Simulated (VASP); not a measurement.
# BN (P6_3/mmc) in VASP: a series of runs

Aim: see how the results for BN move with the level of theory and the settings. Levels: PBE, r2SCAN. Tasks: single point.

All numbers are computed with VASP 6.6.1; they aren't measurements. Logs are shortened: lines on timing, memory, paths and dates and some standing lists are left out, and cuts for length are marked.

## (1) The cell of the first run

Symmetry: P6_3/mmc, No. 194, hexagonal system. Conventional cell: a = 2.499 Å, b = 2.499 Å, c = 7.004 Å, α = 90.00°, β = 90.00°, γ = 120.00°. Within 1.9 Å of B (site symmetry -6m2) lie 3 N at 1.44 Å. N (site symmetry -6m2) has 3 B at 1.44 Å within 1.9 Å.

## (2) Single point, PBE

INCAR reads:

```
  PREC = Accurate
  ENCUT = 520
  EDIFF = 1E-6
  ISMEAR = 0
  SIGMA = 0.01
  LREAL = F
  LASPH = T
  NELM = 100
  ALGO = Normal
  ISIF = 2
  LWAVE = F
  LCHARG = F
  GGA = PE
  NBANDS = 16
```

KPOINTS reads:

```
regular mesh
0
Gamma
  9 9 4
```

POSCAR reads:

```
BN
1.0
    2.4991928495      0.0000000000      0.0000000000
   -1.2495964247      2.1643644966      0.0000000000
    0.0000000000      0.0000000000      7.0040541075
B N
2 2
Direct
    0.6666666667      0.3333333333      0.7500000000
    0.3333333333      0.6666666667      0.2500000000
    0.0000000000      0.0000000000      0.7500000000
    0.0000000000      0.0000000000      0.2500000000
```

Potentials or basis: VASP PAW PBE potentials, release 64 (B, N).

Launch:

```bash
$ cat potpaw_PBE.64/B/POTCAR potpaw_PBE.64/N/POTCAR > POTCAR
$ mpirun -np 1 vasp_std > vasp.out
```

OUTCAR:

```text
PREC = Accurate
   ENCUT = 520
   EDIFF = 1E-6
   ISMEAR = 0
   LREAL = F
   LASPH = T
   NELM = 100
   ISIF = 2
   GGA = PE

 ion  position               nearest neighbor table
   1  0.667  0.333  0.750-   3 1.44   3 1.44   3 1.44
   2  0.333  0.667  0.250-   4 1.44   4 1.44   4 1.44
   3  0.000  0.000  0.750-   1 1.44   1 1.44   1 1.44
   4  0.000  0.000  0.250-   2 1.44   2 1.44   2 1.44

  LATTYP: Found a hexagonal cell.
 ALAT       =     2.4991928495
 C/A-ratio  =     2.8025264673

  Lattice vectors:

 A1 = (   2.4991928495,   0.0000000000,   0.0000000000)
 A2 = (  -1.2495964247,   2.1643644966,   0.0000000000)
 A3 = (   0.0000000000,   0.0000000000,   7.0040541075)

Analysis of symmetry for initial positions (statically):
=====================================================================
 Subroutine PRICEL returns:
 Original cell was already a primitive cell.

 Routine SETGRP: Setting up the symmetry group for a
 hexagonal supercell.

 Subroutine GETGRP returns: Found 24 space group operations
 (whereof 12 operations were pure point group operations)
 out of a pool of 24 trial point group operations.

The static configuration has the point symmetry D_3d.
 The point group associated with its full space group is D_6h.

Analysis of symmetry for dynamics (positions and initial velocities):
=====================================================================
 Subroutine PRICEL returns:
 Original cell was already a primitive cell.

 Routine SETGRP: Setting up the symmetry group for a
 hexagonal supercell.

 Subroutine GETGRP returns: Found 24 space group operations
 (whereof 12 operations were pure point group operations)
 out of a pool of 24 trial point group operations.

The dynamic configuration has the point symmetry D_3d.
 The point group associated with its full space group is D_6h.

 Subroutine INISYM returns: Found 24 space group operations
 (whereof 12 operations are pure point group operations),
 and found     1 'primitive' translations

----------------------------------------------------------------------------------------

                                     Primitive cell

  volume of cell :      37.8861

  direct lattice vectors                    reciprocal lattice vectors
     2.499192849  0.000000000  0.000000000     0.400129186  0.231014693  0.000000000
    -1.249596425  2.164364497  0.000000000     0.000000000  0.462029386  0.000000000
     0.000000000  0.000000000  7.004054108     0.000000000  0.000000000  0.142774454

  length of vectors
     2.499192849  2.499192849  7.004054108     0.462029386  0.462029386  0.142774454

  position of ions in fractional coordinates (direct lattice)
     0.666666667  0.333333333  0.750000000
     0.333333333  0.666666667  0.250000000
     0.000000000  0.000000000  0.750000000
     0.000000000  0.000000000  0.250000000

  ion indices of the primitive-cell ions
   primitive index   ion index
                 1           1
                 2           2
                 3           3
                 4           4

----------------------------------------------------------------------------------------

 KPOINTS: regular mesh

Automatic generation of k-mesh.
 Grid dimensions read from file:
 generate k-points for:    9    9    4

 Generating k-lattice:

  Cartesian coordinates                     Fractional coordinates (reciprocal lattice)
     0.044458798  0.025668299  0.000000000     0.111111111 -0.000000000  0.000000000
     0.000000000  0.051336598  0.000000000     0.000000000  0.111111111  0.000000000
     0.000000000  0.000000000  0.035693613     0.000000000  0.000000000  0.250000000

  Length of vectors
     0.051336598  0.051336598  0.035693613

  Shift w.r.t. Gamma in fractional coordinates (k-lattice)
     0.000000000  0.000000000  0.000000000

 Subroutine IBZKPT returns following result:
 ===========================================

 Found     36 irreducible k-points:

 Following reciprocal coordinates:
            Coordinates               Weight
  0.000000  0.000000  0.000000      1.000000
  0.111111  0.000000  0.000000      6.000000
  0.222222  0.000000  0.000000      6.000000
  0.333333 -0.000000  0.000000      6.000000
  0.444444  0.000000  0.000000      6.000000
  0.111111  0.111111  0.000000      6.000000
[... 16 lines left out ...]
  0.333333  0.222222  0.250000     24.000000
  0.333333  0.333333  0.250000      4.000000
 [... further k-points ...]
   k-points           NKPTS =     36   k-points in BZ     NKDIM =     36   number of bands    NBANDS=     16
   number of dos      NEDOS =    301   number of ions     NIONS =      4
   total plane-waves  NPLWV =  21600
   dimension x,y,z NGX =    20 NGY =   20 NGZ =   54
   dimension x,y,z NGXF=    40 NGYF=   40 NGZF=  108
   ions per type =               2   2
   NGX,Y,Z   is equivalent  to a cutoff of  13.30, 13.30, 12.82 a.u.
   NGXF,Y,Z  is equivalent  to a cutoff of  26.61, 26.61, 25.63 a.u.
 SYSTEM =  unknown system
   PREC   = accura    normal or accurate (medium, high low for compatibility)
   ISTART =      0    job   : 0-new  1-cont  2-samecut
   ICHARG =      2    charge: 1-file 2-atom 10-const
   ISPIN  =      1    spin polarized calculation?
   LNONCOLLINEAR =      F non collinear calculations
   LSORBIT =      F    spin-orbit coupling
   LASPH  =      T    aspherical Exc in radial PAW
   ENCUT  =  520.0 eV  38.22 Ry    6.18 a.u.   4.65  4.65 13.02*2*pi/ulx,y,z
   NELM   =    100;   NELMIN=  2; NELMDL= -5     # of ELM steps
   EDIFF  = 0.1E-05   stopping-criterion for ELM
   LREAL  =      F    real-space projection
   EDIFFG = 0.1E-04   stopping-criterion for IOM
   NSW    =      0    number of steps for IOM
   IBRION =     -1    ionic relax: 0-MD 1-quasi-New 2-CG
   NFREE  =      0    steps in history (QN), initial steepest desc. (CG)
   ISIF   =      2    stress and relaxation
   ISYM   =      2    0-nonsym 1-usesym 2-fastsym
   POTIM  = 0.5000    time-step for ionic-motion
   TEBEG  =    0.0;   TEEND  =   0.0 temperature during run
   PSTRESS=    0.0 pullay stress
   NELECT =      16.0000    total number of electrons
   NUPDOWN=      -1.0000    fix difference up-down
   EMIN   =  10.00;   EMAX   =-10.00  energy-range for DOS
   EFERMI =   0.00;   METHOD = LEGACY
   ISMEAR =     0;   SIGMA  =   0.01  broadening in eV -4-tet -1-fermi 0-gaus
   EFERMI_NEDOS =   21; number of points for ismear=-14 and -15
   IALGO  =     38    algorithm
   IMIX   =      4    mixing-type and parameters
     AMIX     =   0.40;   BMIX     =  1.00
     AMIX_MAG =   1.60;   BMIX_MAG =  1.00
  volume/ion in A,a.u.               =       9.47        63.92
  Fermi-wavevector in a.u.,A,eV,Ry     =   1.228254  2.321064 20.525864  1.508608
  Thomas-Fermi vector in A             =   2.363187
   LORBIT       =      0    0 simple, 1 ext, 2 COOP (PROOUT), +10 PAW based schemes
   GGA     = PE    functional components
   LHFCALC =     F    Hartree Fock is set to
   AEXX    =    0.0000 exact exchange contribution
   IVDW    =     0    specifies the selected vdW correction
   LEPSILON=     F    determine dielectric tensor
   LRPA    =     F    only Hartree local field effects (RPA)
 non-spin polarized calculation
 Gauss-broadening in eV      SIGMA  =   0.01
  energy-cutoff  :      520.00
  volume of cell :       37.89
 maximum number of plane-waves:      1046
 NGX is ok and might be reduce to    20
   NGX =  9   NGY =  9   NGZ = 27

 number of electron      16.0000002 magnetization

 Free energy of the ion-electron system (eV)
  ---------------------------------------------------
  ext. energy  EPLUGINS =         0.00000000
  ---------------------------------------------------
  free energy    TOTEN  =       -35.14261505 eV

  energy without entropy =      -35.14261505  energy(sigma->0) =      -35.14261505

 E-fermi :   2.3534     XC(G=0):  -9.7262

 val. band max:        2.2848368252   @ k =   0.3333   0.3333   0.0000
 cond. band min:       5.9415285410   @ k =   0.4444   0.1111   0.0000
 fundamental gap:      3.6566917158
 Fermi energy:         2.3534312140

 k-point     1 :       0.0000    0.0000    0.0000
  band No.  band energies     occupation
      1     -15.8968      2.00000
      2     -15.7038      2.00000
      3      -4.1359      2.00000
      4      -2.5175      2.00000
      5       0.5677      2.00000
      6       0.5677      2.00000
[... 8 lines left out ...]
     15      13.9834      0.00000
     16      15.1203      0.00000

 k-point     2 :       0.1111    0.0000    0.0000
  band No.  band energies     occupation
      1     -15.6564      2.00000
      2     -15.4686      2.00000
      3      -3.8045      2.00000
      4      -2.2146      2.00000
      5      -0.4116      2.00000
      6      -0.3607      2.00000
[... 8 lines left out ...]
     15      14.6304      0.00000
     16      14.8015      0.00000

 k-point     3 :       0.2222    0.0000    0.0000
  band No.  band energies     occupation
      1     -14.9598      2.00000
      2     -14.7881      2.00000
      3      -2.8341      2.00000
      4      -2.6274      2.00000
      5      -2.5348      2.00000
      6      -1.3383      2.00000
[... 8 lines left out ...]
     15      16.6002      0.00000
     16      17.1789      0.00000

 k-point     4 :       0.3333   -0.0000    0.0000
  band No.  band energies     occupation
      1     -13.9183      2.00000
      2     -13.7735      2.00000
      3      -5.0484      2.00000
      4      -4.9183      2.00000
      5      -1.6979      2.00000
      6      -1.6620      2.00000
[... 8 lines left out ...]
     15      18.1495      0.00000
     16      19.2505      0.00000

 k-point     5 :       0.4444    0.0000    0.0000
  band No.  band energies     occupation
      1     -12.9238      2.00000
      2     -12.8121      2.00000
      3      -6.8192      2.00000
      4      -6.6523      2.00000
      5      -2.1911      2.00000
      6      -2.1531      2.00000
[... 8 lines left out ...]
     15      16.8988      0.00000
     16      19.0819      0.00000

 k-point     6 :       0.1111    0.1111    0.0000
  band No.  band energies     occupation
      1     -15.1870      2.00000
      2     -15.0098      2.00000
      3      -3.1528      2.00000
      4      -1.8291      2.00000
      5      -1.7493      2.00000
      6      -1.6238      2.00000
[... 8 lines left out ...]
     15      15.6625      0.00000
     16      16.3812      0.00000
[... 267 lines left out ...]
 k-point    21 :       0.4444    0.1111    0.2500
  band No.  band energies     occupation
      1     -12.6138      2.00000
      2     -12.5420      2.00000
      3      -6.9286      2.00000
      4      -6.8089      2.00000
      5      -2.9268      2.00000
      6      -2.8849      2.00000
[... 8 lines left out ...]
     15      16.7822      0.00000
     16      17.5116      0.00000

 k-point    22 :       0.2222    0.2222    0.2500
  band No.  band energies     occupation
      1     -13.3378      2.00000
      2     -13.2461      2.00000
      3      -5.2140      2.00000
      4      -5.1256      2.00000
      5      -3.3866      2.00000
      6      -3.3318      2.00000
[... 8 lines left out ...]
     15      17.0560      0.00000
     16      17.4036      0.00000

 k-point    23 :       0.3333    0.2222    0.2500
  band No.  band energies     occupation
      1     -12.4773      2.00000
      2     -12.4062      2.00000
      3      -6.3220      2.00000
      4      -6.2195      2.00000
      5      -4.2534      2.00000
      6      -4.1880      2.00000
[... 8 lines left out ...]
     15      16.3796      0.00000
     16      17.5770      0.00000

 k-point    24 :       0.3333    0.3333    0.2500
  band No.  band energies     occupation
      1     -12.1373      2.00000
      2     -12.0745      2.00000
      3      -6.0436      2.00000
      4      -6.0436      2.00000
      5      -5.2657      2.00000
      6      -5.2657      2.00000
[... 8 lines left out ...]
     15      17.5454      0.00000
     16      18.5678      0.00000

 [... further k-points ...]

------------------------ aborting loop because EDIFF is reached ----------------------------------------

  FORCE on cell =-STRESS in cart. coord.  units (eV):
  Direction    XX          YY          ZZ          XY          YZ          ZX
  --------------------------------------------------------------------------------------
  -------------------------------------------------------------------------------------
  Total        1.1957509      1.1957509      0.6992139      0.0000000     -0.0000000      0.0000000
  in kB       50.5675197     50.5675197     29.5692936      0.0000000     -0.0000000      0.0000000
  external PRESSURE =      43.5681110 kB  Pullay stress =       0.0000000 kB

 VOLUME and BASIS-vectors are now :
 -----------------------------------------------------------------------------
  energy-cutoff  :      520.00
  volume of cell :       37.89
      direct lattice vectors                 reciprocal lattice vectors
     2.499192849  0.000000000  0.000000000     0.400129186  0.231014693  0.000000000
    -1.249596425  2.164364497  0.000000000     0.000000000  0.462029386  0.000000000
     0.000000000  0.000000000  7.004054108     0.000000000  0.000000000  0.142774454

 POSITION                                       TOTAL-FORCE (eV/Angst)
 -----------------------------------------------------------------------------------
      1.24960      0.72145      5.25304        -0.000000      0.000000      0.000000
     -0.00000      1.44291      1.75101         0.000000     -0.000000      0.000000
      0.00000      0.00000      5.25304         0.000000     -0.000000      0.000000
      0.00000      0.00000      1.75101        -0.000000      0.000000      0.000000
 -----------------------------------------------------------------------------------
    total drift:                               -0.000000      0.000000      0.000000

  FREE ENERGIE OF THE ION-ELECTRON SYSTEM (eV)
  ---------------------------------------------------
  free  energy   TOTEN  =       -35.1426150542 eV

  energy  without entropy=      -35.1426150542  energy(sigma->0) =      -35.14261505
```

Wall time 20 s (1 thread of Intel Xeon Platinum 8488C (Sapphire Rapids), shared host); peak memory 0.15 GiB.

What came out:

```yaml
Free_energy: -35.1426 eV
Pressure: 4.4 GPa
Band_gap_on_the_k_mesh: 3.66 eV, indirect (least direct gap 4.22 eV)
```

Caveat: this functional lacks dispersion, which binds the layers, so the pressure and a relaxed spacing across them are unreliable. A k mesh can miss the band edges.

## (3) Single point, PBE

INCAR reads:

```
SYSTEM = BN
ALGO     = Normal         ! electronic algorithm
EDIFF    = 1E-6           ! SCF threshold, eV
ENCUT    = 520            ! plane-wave cutoff, eV
GGA      = PE             ! functional
ISIF     = 2              ! what is computed and relaxed
ISMEAR   = 0              ! smearing method
LASPH    = .True.         ! aspherical terms in the spheres
LCHARG   = .True.         ! write CHGCAR
LELF     = .True.         ! ELF
LREAL    = .False.        ! projectors in reciprocal space
LVHAR    = .True.       
LWAVE    = .False.        ! write WAVECAR
NBANDS   = 16             ! bands
NELM     = 100            ! most SCF steps
PREC     = Accurate       ! precision mode
SIGMA    = 0.01           ! smearing width, eV
```

KPOINTS reads:

```
k-points
0
Gamma
  9 9 4
  0 0 0
```

POSCAR is that of step 2.

Potentials or basis: VASP PAW PBE potentials, release 64 (B, N).

Launch:

```bash
$ cat potpaw_PBE.64/B/POTCAR potpaw_PBE.64/N/POTCAR > POTCAR
$ mpirun -np 1 vasp_std > vasp.out
```

Wall time 19 s (1 thread of Intel Xeon Platinum 8488C (Sapphire Rapids), shared host); peak memory 0.15 GiB.

The run converged. Its results:

```
Free energy            : -35.1426 eV
Pressure               : 4.4 GPa
Band gap on the k mesh : 3.66 eV, indirect (least direct gap 4.22 eV)
```

Stress tensor (GPa, compression positive):
```
5.06 0.00 0.00
0.00 5.06 0.00
0.00 0.00 2.96
```

Levels at points of the mesh, in eV from the valence-band top:
| k point | band 4 | band 5 | band 6 | band 7 | band 8 | band 9 | band 10 | band 11 | band 12 | band 13 |
| --- | --- | --- | --- | --- | --- | --- | --- | --- | --- | --- |
| (0.00, 0.00, 0.00) | -4.80 | -1.72 | -1.72 | -1.70 | -1.70 | 4.56 | 9.23 | 11.21 | 11.21 | 11.31 |
| (0.00, 0.00, 0.50) | -5.69 | -1.71 | -1.71 | -1.71 | -1.71 | 6.62 | 6.62 | 11.26 | 11.26 | 11.26 |

Caveat: this functional lacks dispersion, which binds the layers, so the pressure and a relaxed spacing across them are unreliable.

## (4) Single point, PBE

INCAR reads:

```
SYSTEM = BN
  PREC = Accurate
  ENCUT = 520
  EDIFF = 1E-6
  ISMEAR = 0
  SIGMA = 0.01
  LREAL = .FALSE.
  LASPH = .TRUE.
  NELM = 80
  ALGO = Normal
  ISIF = 2
  LWAVE = .FALSE.
  LCHARG = .TRUE.
  GGA = PE
  LELF = .TRUE.
  LVHAR = .TRUE.
  NBANDS = 16
```

KPOINTS reads:

```
regular mesh
0
G
  12 12 4
  0 0 0
```

POSCAR is that of step 3.

Launch:

```bash
$ cat potpaw_PBE.64/B/POTCAR potpaw_PBE.64/N/POTCAR > POTCAR
$ mpirun -np 1 vasp_std > vasp.out
```

Wall time 29 s (1 thread of Intel Xeon Platinum 8488C (Sapphire Rapids), shared host); peak memory 0.16 GiB.

Results (log left out):

* Free energy: -35.1426 eV
* Pressure: 4.4 GPa
* Band gap on the k mesh: 3.56 eV, indirect (least direct gap 4.22 eV)

Stress tensor (GPa, compression positive):
```
5.06 0.00 0.00
0.00 5.06 0.00
0.00 0.00 2.96
```

Levels at points of the mesh, in eV from the valence-band top:
```csv
k point,band 4,band 5,band 6,band 7,band 8,band 9,band 10,band 11,band 12,band 13
"(0.00, 0.00, 0.00)",-4.80,-1.72,-1.72,-1.70,-1.70,4.56,9.23,11.21,11.21,11.31
"(0.50, 0.00, 0.00)",-9.21,-4.54,-4.50,-1.72,-0.86,3.56,5.46,9.06,9.78,12.00
"(0.00, 0.00, 0.50)",-5.69,-1.71,-1.71,-1.71,-1.71,6.62,6.62,11.26,11.26,11.26
"(0.50, 0.00, 0.50)",-9.30,-4.52,-4.52,-1.31,-1.31,4.36,4.36,9.45,9.45,13.54
```

Caveat: this functional lacks dispersion, which binds the layers, so the pressure and a relaxed spacing across them are unreliable. A k mesh can miss the band edges.

(Continued in part 2 of 2.)
